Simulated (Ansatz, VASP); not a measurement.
Pt in VASP and in Ansatz

File INCAR:

```
SYSTEM = Pt
ALGO     = Fast           ! electronic algorithm
EDIFF    = 1E-6           ! SCF threshold, eV
ENCUT    = 520            ! plane-wave cutoff, eV
ISIF     = 2              ! what is computed and relaxed
ISMEAR   = 0              ! smearing method
LASPH    = .True.         ! aspherical terms in the spheres
LCHARG   = .False.        ! write CHGCAR
LREAL    = .False.        ! projectors in reciprocal space
LWAVE    = .False.        ! write WAVECAR
NBANDS   = 11             ! bands
NELM     = 60             ! most SCF steps
PREC     = Accurate       ! precision mode
SIGMA    = 0.15           ! smearing width, eV
```

File KPOINTS:

```
k-points
0
Gamma
  20 20 20
  0 0 0
```

The input POSCAR:

```
Pt
1.0
    0.0000000000      1.9468328700      1.8446241443
    2.1074465818      0.0000000000      1.8446241443
    2.1074465818      1.9468328700      0.0000000000
Pt
1
Direct
    0.0000000000      0.0000000000      0.0000000000
```

Input for Ansatz:

```yaml
crystal:
  lattice:
    - [0.0, 1.94683287, 1.8446241443]
    - [2.1074465818, 0.0, 1.8446241443]
    - [2.1074465818, 1.94683287, 0.0]
  atoms:
    - { symbol: Pt, position: [0.0, 0.0, 0.0] }
basis:
  ecutwfc: 420
kpoints:
  mp_grid: { grid: [20, 20, 20] }
hamiltonian:
  xc: lda
scf:
  occupations: { method: gaussian, width: 0.15 }
output:
  forces: true
  stress: true
  eigenvalues: true
```

Change from the starting cell: normal strain along x +0.0825, normal strain along z -0.0525.

Alike in both runs: task single point; functional LDA; k mesh 20 × 20 × 20; occupations gaussian, width 0.15 eV; no spin polarisation.

|  | VASP | Ansatz |
| --- | --- | --- |
| version | VASP 6.6.1 | Ansatz 0.2.0 |
| potentials or method | VASP PAW LDA potentials, release 64 (Pt), cutoff 520 eV | scalar-relativistic, plane waves, PAW |
| valence electrons in the cell | 10 | 18 |

```tsv
	VASP	Ansatz	Ansatz less VASP
gap on the k mesh at the Fermi level (eV)	none	none	-
pressure (GPa)	-4.9	-5.6	-0.70
traceless stress, the component that is largest in VASP (GPa)	-8.50	-8.48	+0.023
```

LDA's correlation is that of Perdew and Zunger in VASP and of Perdew and Wang (1992) in Ansatz. A gap of «none» marks a metal or a gap that the smearing closes. VASP's potentials hold 10 valence electrons a cell and Ansatz's 18, so a difference there can come from the potentials and not from the codes.

Spin-orbit coupling is off throughout.
